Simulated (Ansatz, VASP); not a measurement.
Ir: VASP beside Ansatz

```
Ir
1.0
    12.23846    0.00000    0.00000
     0.00000    2.23343    0.00000
     0.00000    0.00000    7.19300
Ir
2
Cartesian
  3.0596 0.0000 1.1796
  9.1788 0.0000 6.0134
```

Alike in both runs: task single point; functional PBEsol; k mesh 3 × 12 × 4; no spin polarisation.

|  | VASP | Ansatz |
| --- | --- | --- |
| version | VASP 6.6.1 | Ansatz 0.2.0 |
| potentials or method | VASP PAW PBE potentials, release 64 (Ir), cutoff 520 eV | plane waves, PAW |
| occupations | methfessel-paxton of order 1, width 0.05 eV | cold, width 0.05 eV |
| valence electrons in the cell | 18 | 34 |

Ansatz gave:

```
pressure (GPa)                                                : 0.4
traceless stress, the component that is largest in VASP (GPa) : 0.81
```

Question: Estimate VASP's values.

Answer: Pressure (GPa): 0.3; traceless stress, the component that is largest in VASP (GPa): 0.70.

VASP's potentials were made for PBE, not for PBEsol. VASP's potentials hold 18 valence electrons a cell and Ansatz's 34, so a difference there can come from the potentials and not from the codes.

Neither program's run includes spin-orbit coupling.
